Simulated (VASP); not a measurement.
# BaTiO3 (P4mm) in VASP: notebook

Aim: see how the results for BaTiO3 move with the level of theory and the settings. Levels: LAK, r2SCAN, r2SCAN+U, PBE. Tasks: single point.

Program: VASP 6.6.1. These are calculated values, not measurements. Logs are shortened: lines on timing, memory, paths and dates and some standing lists are left out, and cuts for length are marked.

**1. The cell of the first run**

It takes space group P4mm (No. 99, tetragonal). Conventional cell: a = 4.000 Å, b = 4.000 Å, c = 4.058 Å, α = 90.00°, β = 90.00°, γ = 90.00°. Ba (site symmetry 4mm) has 12 O at 2.80 to 2.90 Å and 8 Ti at 3.46 to 3.50 Å within 3.7 Å. Ti (site symmetry 4mm) has 6 O at 1.86 to 2.20 Å within 2.5 Å. O (site symmetry 2mm) has 2 Ti at 2.00 Å and 4 Ba at 2.80 to 2.90 Å and 8 O at 2.81 to 2.89 Å within 2.9 Å. Within 2.5 Å of O (site symmetry 4mm) lie 2 Ti at 1.86 to 2.20 Å.

**2. Single point, LAK (last atom moved by 0.05 Å along z, cell strained by +1.0% along z)**

The input, INCAR:

```
ALGO = Normal ; EDIFF = 1E-7
EFERMI = MIDGAP ; ENCUT = 840
GGA_COMPAT = F ; ISIF = 2
ISMEAR = 0 ; KPAR = 2
LASPH = T ; LCHARG = F
LMIXTAU = T ; LREAL = F
LWAVE = F ; METAGGA = LAK
NBANDS = 46 ; NELM = 120
PREC = Accurate ; SIGMA = 0.03
```

The input, KPOINTS:

```
Automatic mesh
0
Gamma
  9 9 9
  0 0 0
```

The input, POSCAR:

```
BaTiO3
1.0
    3.9998000000      0.0000000000      0.0000000000
    0.0000000000      3.9998000000      0.0000000000
    0.0000000000      0.0000000000      4.0581800000
Ba Ti O
1 1 3
Direct
    0.0000000000      0.0000000000      0.0000000000
    0.5000000000      0.5000000000      0.4900000000
    0.0000000000      0.5000000000      0.5170000000
    0.5000000000      0.0000000000      0.5170000000
    0.5000000000      0.5000000000      0.0314440000
```

Potentials or basis: VASP PAW PBE potentials, release 64 (Ba_sv, Ti_sv, O).

Started as:

```sh
cat potpaw_PBE.64/Ba_sv/POTCAR potpaw_PBE.64/Ti_sv/POTCAR potpaw_PBE.64/O/POTCAR > POTCAR
mpirun -np 2 vasp_std > vasp.out
```

OUTCAR:

```text
EDIFF = 1E-7
   EFERMI = MIDGAP
   ENCUT = 840
   ISIF = 2
   ISMEAR = 0
   LASPH = T
   LREAL = F
   METAGGA = LAK
   NELM = 120
   PREC = Accurate

 ion  position               nearest neighbor table
   1  0.000  0.000  0.000-   3 2.80   4 2.80   3 2.80   4 2.80   5 2.83   5 2.83   5 2.83   5 2.83
                             4 2.90   3 2.90   4 2.90   3 2.90   2 3.46   2 3.46   2 3.46   2 3.46
   2  0.500  0.500  0.490-   5 1.86   4 2.00   3 2.00   4 2.00   3 2.00   5 2.20   1 3.46   1 3.46
                             1 3.46   1 3.46   1 3.50   1 3.50   1 3.50   1 3.50
   3  0.000  0.500  0.517-   2 2.00   2 2.00   1 2.80   1 2.80   1 2.90   1 2.90
   4  0.500  0.000  0.517-   2 2.00   2 2.00   1 2.80   1 2.80   1 2.90   1 2.90
   5  0.500  0.500  0.031-   2 1.86   2 2.20   1 2.83   1 2.83   1 2.83   1 2.83

  LATTYP: Found a simple tetragonal cell.
 ALAT       =     3.9998000000
 C/A-ratio  =     1.0145957298

  Lattice vectors:

 A1 = (   3.9998000000,   0.0000000000,   0.0000000000)
 A2 = (   0.0000000000,   3.9998000000,   0.0000000000)
 A3 = (   0.0000000000,   0.0000000000,   4.0581800000)

Analysis of symmetry for initial positions (statically):
=====================================================================
 Subroutine PRICEL returns:
 Original cell was already a primitive cell.

 Routine SETGRP: Setting up the symmetry group for a
 simple tetragonal supercell.

 Subroutine GETGRP returns: Found  8 space group operations
 (whereof  8 operations were pure point group operations)
 out of a pool of 16 trial point group operations.

The static configuration has the point symmetry C_4v.

Analysis of symmetry for dynamics (positions and initial velocities):
=====================================================================
 Subroutine PRICEL returns:
 Original cell was already a primitive cell.

 Routine SETGRP: Setting up the symmetry group for a
 simple tetragonal supercell.

 Subroutine GETGRP returns: Found  8 space group operations
 (whereof  8 operations were pure point group operations)
 out of a pool of 16 trial point group operations.

The dynamic configuration has the point symmetry C_4v.

 Subroutine INISYM returns: Found  8 space group operations
 (whereof  8 operations are pure point group operations),
 and found     1 'primitive' translations

----------------------------------------------------------------------------------------

                                     Primitive cell

  volume of cell :      64.9244

  direct lattice vectors                    reciprocal lattice vectors
     3.999800000  0.000000000  0.000000000     0.250012501  0.000000000  0.000000000
     0.000000000  3.999800000  0.000000000     0.000000000  0.250012501  0.000000000
     0.000000000  0.000000000  4.058180000     0.000000000  0.000000000  0.246415881

  length of vectors
     3.999800000  3.999800000  4.058180000     0.250012501  0.250012501  0.246415881

  position of ions in fractional coordinates (direct lattice)
     0.000000000  0.000000000  0.000000000
     0.500000000  0.500000000  0.490000000
     0.000000000  0.500000000  0.517000000
     0.500000000  0.000000000  0.517000000
     0.500000000  0.500000000  0.031444000

  ion indices of the primitive-cell ions
   primitive index   ion index
                 1           1
                 2           2
                 3           3
                 4           4
                 5           5

----------------------------------------------------------------------------------------

 KPOINTS: Automatic mesh

Automatic generation of k-mesh.
 Grid dimensions read from file:
 generate k-points for:    9    9    9

 Generating k-lattice:

  Cartesian coordinates                     Fractional coordinates (reciprocal lattice)
     0.027779167  0.000000000  0.000000000     0.111111111  0.000000000  0.000000000
     0.000000000  0.027779167  0.000000000     0.000000000  0.111111111  0.000000000
     0.000000000  0.000000000  0.027379542     0.000000000  0.000000000  0.111111111

  Length of vectors
     0.027779167  0.027779167  0.027379542

  Shift w.r.t. Gamma in fractional coordinates (k-lattice)
     0.000000000  0.000000000  0.000000000

 Subroutine IBZKPT returns following result:
 ===========================================

 Found     75 irreducible k-points:

 Following reciprocal coordinates:
            Coordinates               Weight
  0.000000  0.000000  0.000000      1.000000
  0.111111  0.000000  0.000000      4.000000
  0.222222  0.000000  0.000000      4.000000
  0.333333  0.000000  0.000000      4.000000
  0.444444  0.000000  0.000000      4.000000
  0.111111  0.111111  0.000000      4.000000
[... 16 lines left out ...]
  0.333333  0.111111  0.111111     16.000000
  0.444444  0.111111  0.111111     16.000000
 [... further k-points ...]
   k-points           NKPTS =     75   k-points in BZ     NKDIM =     75   number of bands    NBANDS=     46
   number of dos      NEDOS =    301   number of ions     NIONS =      5
   total plane-waves  NPLWV =  64000
   dimension x,y,z NGX =    40 NGY =   40 NGZ =   40
   dimension x,y,z NGXF=    80 NGYF=   80 NGZF=   80
   ions per type =               1   1   3
   NGX,Y,Z   is equivalent  to a cutoff of  16.63, 16.63, 16.39 a.u.
   NGXF,Y,Z  is equivalent  to a cutoff of  33.25, 33.25, 32.77 a.u.
 SYSTEM =  unknown system
   PREC   = accura    normal or accurate (medium, high low for compatibility)
   ISTART =      0    job   : 0-new  1-cont  2-samecut
   ICHARG =      2    charge: 1-file 2-atom 10-const
   ISPIN  =      1    spin polarized calculation?
   LNONCOLLINEAR =      F non collinear calculations
   LSORBIT =      F    spin-orbit coupling
   LASPH  =      T    aspherical Exc in radial PAW
   ENCUT  =  840.0 eV  61.74 Ry    7.86 a.u.   9.45  9.45  9.59*2*pi/ulx,y,z
   NELM   =    120;   NELMIN=  2; NELMDL= -5     # of ELM steps
   EDIFF  = 0.1E-06   stopping-criterion for ELM
   LREAL  =      F    real-space projection
   EDIFFG = 0.1E-05   stopping-criterion for IOM
   NSW    =      0    number of steps for IOM
   IBRION =     -1    ionic relax: 0-MD 1-quasi-New 2-CG
   NFREE  =      0    steps in history (QN), initial steepest desc. (CG)
   ISIF   =      2    stress and relaxation
   ISYM   =      2    0-nonsym 1-usesym 2-fastsym
   POTIM  = 0.5000    time-step for ionic-motion
   TEBEG  =    0.0;   TEEND  =   0.0 temperature during run

   SCALEE = 1.0000    scale energy and forces
   PSTRESS=    0.0 pullay stress
   NELECT =      40.0000    total number of electrons
   NUPDOWN=      -1.0000    fix difference up-down
   EMIN   =  10.00;   EMAX   =-10.00  energy-range for DOS
   EFERMI =   0.00;   METHOD = MIDGAP
   ISMEAR =     0;   SIGMA  =   0.03  broadening in eV -4-tet -1-fermi 0-gaus
   EFERMI_NEDOS =   21; number of points for ismear=-14 and -15
   IALGO  =     38    algorithm
   IMIX   =      4    mixing-type and parameters
     AMIX     =   0.40;   BMIX     =  1.00
     AMIX_MAG =   1.60;   BMIX_MAG =  1.00
  volume/ion in A,a.u.               =      12.98        87.63
  Fermi-wavevector in a.u.,A,eV,Ry     =   1.393025  2.632435 26.402355  1.940518
  Thomas-Fermi vector in A             =   2.516711
   LORBIT       =      0    0 simple, 1 ext, 2 COOP (PROOUT), +10 PAW based schemes
   METAGGA = LAK    functional components
   LHFCALC =     F    Hartree Fock is set to
   AEXX    =    0.0000 exact exchange contribution
   IVDW    =     0    specifies the selected vdW correction
   LEPSILON=     F    determine dielectric tensor
   LRPA    =     F    only Hartree local field effects (RPA)

   CSHIFT  =0.1000    complex shift for real part using Kramers Kronig

   OMEGAMAX=  -1.0    maximum frequency
 non-spin polarized calculation
 Gauss-broadening in eV      SIGMA  =   0.03
  energy-cutoff  :      840.00
  volume of cell :       64.92
 maximum number of plane-waves:      3663
 NGX is ok and might be reduce to    40
   NGX = 19   NGY = 19   NGZ = 19

 number of electron      39.9999998 magnetization

 Free energy of the ion-electron system (eV)
  ---------------------------------------------------
  ext. energy  EPLUGINS =         0.00000000
  ---------------------------------------------------
  free energy    TOTEN  =         4.69320390 eV

  energy without entropy =        4.69320390  energy(sigma->0) =        4.69320390

 E-fermi :   4.8749     XC(G=0): -11.5886

 val. band max:        3.6685206183   @ k =   0.4444   0.4444   0.4444
 cond. band min:       6.0813599036   @ k =   0.0000   0.0000   0.0000
 fundamental gap:      2.4128392853
 Fermi energy:         4.8749402609

 k-point     1 :       0.0000    0.0000    0.0000
  band No.  band energies     occupation
      1     -56.0624      2.00000
      2     -30.8478      2.00000
      3     -30.7778      2.00000
      4     -30.7778      2.00000
      5     -21.9443      2.00000
      6     -14.6561      2.00000
[... 24 lines left out ...]
     31      12.9632      0.00000
     32      19.3772      0.00000

 k-point     2 :       0.1111    0.0000    0.0000
  band No.  band energies     occupation
      1     -56.0622      2.00000
      2     -30.8476      2.00000
      3     -30.7847      2.00000
      4     -30.7775      2.00000
      5     -21.9298      2.00000
      6     -14.6615      2.00000
[... 24 lines left out ...]
     31      13.1074      0.00000
     32      19.3928      0.00000
[... 733 lines left out ...]
     31      15.1633      0.00000
     32      19.1167      0.00000

 k-point    24 :       0.4444    0.1111    0.1111
  band No.  band energies     occupation
      1     -56.0610      2.00000
      2     -30.8514      2.00000
      3     -30.8341      2.00000
      4     -30.7826      2.00000
      5     -21.8034      2.00000
      6     -14.7561      2.00000
[... 24 lines left out ...]
     31      16.4289      0.00000
     32      18.4867      0.00000

 [... further k-points ...]

 [bands above 32 left out]

------------------------ aborting loop because EDIFF is reached ----------------------------------------

  FORCE on cell =-STRESS in cart. coord.  units (eV):
  Direction    XX          YY          ZZ          XY          YZ          ZX
  --------------------------------------------------------------------------------------
  -------------------------------------------------------------------------------------
  Total        2.0446421      2.0446421      2.3932833      0.0000000      0.0000000      0.0000000
  in kB       50.4568365     50.4568365     59.0604623      0.0000000      0.0000000      0.0000000
  external PRESSURE =      53.3247117 kB  Pullay stress =       0.0000000 kB

 VOLUME and BASIS-vectors are now :
 -----------------------------------------------------------------------------
  energy-cutoff  :      840.00
  volume of cell :       64.92
      direct lattice vectors                 reciprocal lattice vectors
     3.999800000  0.000000000  0.000000000     0.250012501  0.000000000  0.000000000
     0.000000000  3.999800000  0.000000000     0.000000000  0.250012501  0.000000000
     0.000000000  0.000000000  4.058180000     0.000000000  0.000000000  0.246415881

 POSITION                                       TOTAL-FORCE (eV/Angst)
 -----------------------------------------------------------------------------------
      0.00000      0.00000      0.00000         0.000000     -0.000000      0.142374
      1.99990      1.99990      1.98851         0.000000      0.000000      0.026205
      0.00000      1.99990      2.09808         0.000000     -0.000000      0.062153
      1.99990      0.00000      2.09808         0.000000     -0.000000      0.062153
      1.99990      1.99990      0.12761         0.000000     -0.000000     -0.292885
 -----------------------------------------------------------------------------------
    total drift:                                0.000000      0.000000     -0.015107

  FREE ENERGIE OF THE ION-ELECTRON SYSTEM (eV)
  ---------------------------------------------------
  free  energy   TOTEN  =         4.6932038971 eV

  energy  without entropy=        4.6932038971  energy(sigma->0) =        4.69320390
```

It took 11 min on 2 MPI ranks of AMD EPYC 9R45 (Zen 5), shared host; peak memory 0.51 GiB.

Results:

| Quantity | Value |
| --- | --- |
| Free energy | 4.6932 eV |
| Pressure | 5.3 GPa |
| Largest force | 0.293 eV/Å |
| Band gap on the k mesh | 2.41 eV (least direct gap 2.73 eV) |

Forces on the atoms (eV/Å):
```
Ba   0.000  0.000  0.142
Ti   0.000  0.000  0.026
O    0.000  0.000  0.062
O    0.000  0.000  0.062
O    0.000  0.000 -0.293
```

Stress tensor (GPa, compression positive):
```
5.05 0.00 0.00
0.00 5.05 0.00
0.00 0.00 5.91
```

Caveat: the cell differs from its parent crystal (last atom moved by 0.05 Å along z, cell strained by +1.0% along z); the cell stands under pressure; the PAW data sets were made with another functional, which shifts forces and pressure a little; spin-orbit coupling is left out, which moves the levels of the heavy elements; an odd mesh through Γ misses points on the zone boundary, where band edges can lie.

[end of part 1 of 2]
